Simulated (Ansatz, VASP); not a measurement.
# HfPt2: VASP beside Ansatz

```
CELL_PARAMETERS angstrom
0.00000 3.12884 3.12884
3.12884 0.00000 3.12884
3.12884 3.12884 0.00000
ATOMIC_POSITIONS crystal
Hf 0.00000 0.00000 0.00000
Pt 0.25000 0.25000 0.25000
Pt 0.75000 0.75000 0.75000
```

Alike in both runs: functional PBE; k mesh 12 × 12 × 12; occupations gaussian, width 0.1 eV; no spin polarisation.

Ansatz relaxed the structure, and its values are those at the end. VASP's run is a single point on that final structure, the one shown.

|  | VASP | Ansatz |
| --- | --- | --- |
| version | VASP 6.6.1 | Ansatz 0.2.0 |
| potentials or method | VASP PAW PBE potentials, release 64 (Hf_pv, Pt), cutoff 520 eV | scalar-relativistic, plane waves, PAW |
| valence electrons in the cell | 30 | 62 |

|  | VASP | Ansatz | Ansatz less VASP |
| --- | --- | --- | --- |
| gap on the k mesh at the Fermi level (eV) | none | none | - |
| pressure (GPa) | -1.0 | 0.0 | +1.00 |

A gap of «none» marks a metal or a gap that the smearing closes. The functional is the same, so the differences come from potentials, cutoffs and numerics. VASP's potentials hold 30 valence electrons a cell and Ansatz's 62, so a difference there can come from the potentials and not from the codes.

Neither program's run includes spin-orbit coupling.
